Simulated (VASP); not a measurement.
Zn2SiH2O5 (Hemimorphite), 20 atoms in the cell. The structure is orthorhombic, space group Imm2 (No. 44). Conventional cell: a = 8.614 Å, b = 10.851 Å, c = 5.194 Å, α = 90.00°, β = 90.00°, γ = 90.00°. Within 2.6 Å of Zn (site symmetry 1) lie 4 O at 1.97 to 1.99 Å and 1 H at 2.46 Å. Si (site symmetry m) has 4 O at 1.64 to 1.65 Å within 2.2 Å. H (site symmetry m) has 1 O at 0.98 Å within 1.3 Å. H (site symmetry m) has 1 O at 0.98 Å within 1.3 Å. Within 2.2 Å of O (site symmetry 1) lie 1 Si at 1.65 Å and 2 Zn at 1.98 Å. O (site symmetry m) has 1 Si at 1.64 Å and 2 Zn at 1.99 Å within 2.2 Å. Within 1.3 Å of O (site symmetry m) lie 1 H at 0.98 Å. O (site symmetry mm2) has 2 Si at 1.65 Å within 2.2 Å.  This cell differs from its parent crystal: volume scaled by 1.06, then relaxed in part.

| Quantity | Value |
| --- | --- |
| Program | VASP 6.6.1 |
| Task | single point |
| Functional | PBEsol |
| Potentials or basis | VASP PAW PBE potentials, release 64 (Zn, Si, H, O) |
| Cutoff | 520 eV |
| k mesh | 6 × 6 × 6 |
| Occupations | gaussian, width 0.02 eV |
| Spin | no spin polarisation |
| Dipole correction | no |
| Further INCAR settings | LREAL = Auto; ALGO = Normal; EDIFF = 1e-06; NBANDS = 76 |

Potentials or basis: VASP PAW PBE potentials, release 64 (Zn, Si, H, O).

Launch:

```sh
$ cat potpaw_PBE.64/Zn/POTCAR potpaw_PBE.64/Si/POTCAR potpaw_PBE.64/H/POTCAR potpaw_PBE.64/O/POTCAR > POTCAR
$ mpirun -np 1 vasp_std > vasp.out
```

Hardware: 1 thread of Intel Xeon 6975P-C (shared host).

Q: How long does it take, and how much memory?

A: Run time: 48 min on 1 thread of Intel Xeon 6975P-C, with other jobs on the host, peak memory 0.78 GiB. Counts: scf iterations 18, k points 46.
